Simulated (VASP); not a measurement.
Write the native input for VASP 6.6.1 that does the following.

```
Task                   : single point
Functional             : PBE
Potentials or basis    : VASP PAW PBE potentials, release 64 (Sn_d)
Cutoff                 : 520 eV
k mesh                 : 6 × 6 × 4
Occupations            : fermi-dirac, width 0.02 eV
Spin                   : no spin polarisation
Dipole correction      : no
Further INCAR settings : ALGO = Normal; EDIFF = 1e-07; NBANDS = 36
```

The structure of Sn lies in POSCAR:

```
Sn
1.0
    4.6117668702      0.0000000000      0.0000000000
   -2.3058834351      3.9939072659      0.0000000000
    0.0000000000      0.0000000000      7.6329265945
Sn
4
Direct
    0.3333333333      0.6666666667      0.0008430696
    0.6666666667      0.3333333333      0.5008430696
    0.3333333333      0.6666666667      0.3741569304
    0.6666666667      0.3333333333      0.8741569304
```

This cell differs from its parent crystal: epitaxial xy strain -0.5%.

These files were run (other wordings do the same):

INCAR

```
SYSTEM = Sn
PREC = Accurate
ENCUT = 520
EDIFF = 1E-7
ISMEAR = -1
SIGMA = 0.02
LREAL = .FALSE.
LASPH = .TRUE.
NELM = 80
ALGO = Normal
ISIF = 2
LWAVE = .FALSE.
LCHARG = .FALSE.
GGA = PE
NBANDS = 36
```

KPOINTS

```
regular mesh
0
G
  6 6 4
  0 0 0
```

Potentials or basis: VASP PAW PBE potentials, release 64 (Sn_d).

Command:

```sh
$ cat potpaw_PBE.64/Sn_d/POTCAR > POTCAR
$ mpirun -np 1 vasp_std > vasp.out
```

It gave:

| Quantity | Value |
| --- | --- |
| Pressure | 1.8 GPa |
| Largest force | 0.019 eV/Å |
| Band gap on the k mesh | 0.02 eV, indirect (least direct gap 0.07 eV) |

Caveat: the cell differs from its parent crystal (epitaxial xy strain -0.5%); spin-orbit coupling is left out, which moves the levels of the heavy elements.

It took 74 s on 1 thread of Intel(R) Xeon(R) Platinum 8488C (Sapphire Rapids) (shared host), peak memory 0.29 GiB.
